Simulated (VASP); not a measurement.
A run of VASP 6.6.1 is set up as follows.

POSCAR

```
BN
1.0
    2.5439499987      0.0000000000      0.0000000000
   -1.2719749994      2.2031253249      0.0000000000
    0.0000000000      0.0000000000      4.2078153394
B N
2 2
Direct
    0.3333333333      0.6666666667      0.0002034650
    0.6666666667      0.3333333333      0.5002034650
    0.3333333333      0.6666666667      0.3747965350
    0.6666666667      0.3333333333      0.8747965350
```

The input INCAR.step1:

```
SYSTEM = BN
  PREC = Accurate
  ENCUT = 520
  ISMEAR = 0
  SIGMA = 0.01
  LREAL = .False.
  LASPH = .True.
  NELM = 80
  NBANDS = 16
  GGA = PE
  ALGO = Normal
  EDIFF = 1E-4
  LWAVE = .True.
  LCHARG = .False.
```

Contents of INCAR.step2:

```
SYSTEM = BN
  PREC = Accurate
  ENCUT = 520
  EDIFF = 1E-7
  ISMEAR = 0
  SIGMA = 0.01
  LREAL = .False.
  LASPH = .True.
  NELM = 80
  ALGO = Normal
  ISIF = 2
  LWAVE = .False.
  LCHARG = .False.
  METAGGA = R2SCAN
  LMIXTAU = .True.
  NBANDS = 16
  ISTART = 1
```

File KPOINTS:

```
Automatic mesh
0
Gamma
  12 12 6
  0 0 0
```

Potentials or basis: VASP PAW PBE potentials, release 64 (B, N).

Run with:

```console
$ cat potpaw_PBE.64/B/POTCAR potpaw_PBE.64/N/POTCAR > POTCAR
$ cp INCAR.step1 INCAR
$ mpirun -np 1 vasp_std > vasp.out
$ cp INCAR.step2 INCAR
$ mpirun -np 1 vasp_std > vasp.out
```

Task: What does it give for the band gap on the k mesh?

Result: 5.72 eV, indirect (least direct gap 8.98 eV).

Task: Estimate the pressure.

Result: 1.1 GPa.

Forces in eV/Å, atoms in the order of the input:
```
B    0.000  0.000  0.002
B    0.000  0.000  0.002
N    0.000  0.000 -0.002
N    0.000  0.000 -0.002
```

Caveat: the PAW data sets were made with another functional, which shifts forces and pressure a little. A k mesh can miss the band edges.
